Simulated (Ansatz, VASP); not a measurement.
**Be: VASP beside Ansatz**

INCAR

```
PREC = Accurate ; ENCUT = 520
EDIFF = 1E-6 ; ISMEAR = -1
SIGMA = 0.1 ; LREAL = False
LASPH = True ; NELM = 100
ALGO = Normal ; ISIF = 2
LWAVE = False ; LCHARG = False
GGA = PE ; NBANDS = 12
```

KPOINTS

```
Automatic mesh
0
Gamma
  6 6 10
```

The input POSCAR:

```
Be
1.0
    3.7592619785      0.0000000000      0.0000000000
    0.0000000000      3.7592619785      0.0000000000
    0.0000000000      0.0000000000      2.2888590590
Be
4
Direct
    0.2974080000      0.2974080000      0.0000000000
    0.7025920000      0.7025920000      0.0000000000
    0.2025920000      0.7974080000      0.5000000000
    0.7974080000      0.2025920000      0.5000000000
```

Input for Ansatz:

```yaml
crystal:
  lattice:
    - [3.7592619784874692, 0.0, 0.0]
    - [0.0, 3.7592619784874692, 0.0]
    - [0.0, 0.0, 2.2888590589988973]
  atoms:
    - { symbol: Be, position: [0.297408, 0.297408, 0.0] }
    - { symbol: Be, position: [0.702592, 0.702592, 0.0] }
    - { symbol: Be, position: [0.202592, 0.797408, 0.5] }
    - { symbol: Be, position: [0.797408, 0.202592, 0.5] }
basis:
  ecutwfc: 500.0
kpoints:
  mp_grid:
    grid: [6, 6, 10]
hamiltonian:
  xc: pbe
scf:
  occupations:
    method: fermi_dirac
    width: 0.1
output:
  stress: true
```

Alike in both runs: task single point; functional PBE; k mesh 6 × 6 × 10; occupations fermi-dirac, width 0.1 eV; no spin polarisation.

```csv
,VASP,Ansatz
version,VASP 6.6.1,Ansatz 0.2.0
potentials or method,"VASP PAW PBE potentials, release 64 (Be), cutoff 520 eV","plane waves, PAW"
valence electrons in the cell,8,8
```

Ansatz gave:

| Item | Value |
| --- | --- |
| pressure (GPa) | -1.1 |
| traceless stress, the component that is largest in VASP (GPa) | 1.17 |

Q: What did VASP give for the same quantities?

A: Pressure (GPa): -1.0; traceless stress, the component that is largest in VASP (GPa): 1.17.
